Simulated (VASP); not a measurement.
Pd, 1 atom in the cell. Symmetry: I4/mmm, No. 139, tetragonal system. The conventional cell has a = 2.971 Å, b = 2.971 Å, c = 4.045 Å, α = 90.00°, β = 90.00°, γ = 90.00°. Pd (site symmetry 4/mmm) has 12 Pd at 2.92 to 2.97 Å within 3.8 Å.  This cell differs from its parent crystal: strain +0.080 along x and y, +0.040 along z.

```yaml
Program: VASP 6.6.1
Task: single point
Functional: PBE
Potentials_or_basis: VASP PAW PBE potentials, release 64 (Pd)
Cutoff: 520 eV
k_mesh: 20 × 20 × 20
Occupations: gaussian, width 0.15 eV
Spin: no spin polarisation
Dipole_correction: no
Further_INCAR_settings: ALGO = Normal; EDIFF = 1e-06; NBANDS = 11
```

Potentials or basis: VASP PAW PBE potentials, release 64 (Pd).

Launch:

```bash
$ cat potpaw_PBE.64/Pd/POTCAR > POTCAR
$ mpirun -np 1 vasp_std > vasp.out
```

Hardware: 1 thread of Intel Xeon 8259CL, on a shared host.

Problem. Estimate the wall time of this run.

Solution. It took 64 s on 1 thread of Intel Xeon 8259CL, with other jobs on the host, peak memory 0.25 GiB. Counts: scf iterations 10, k points 641.
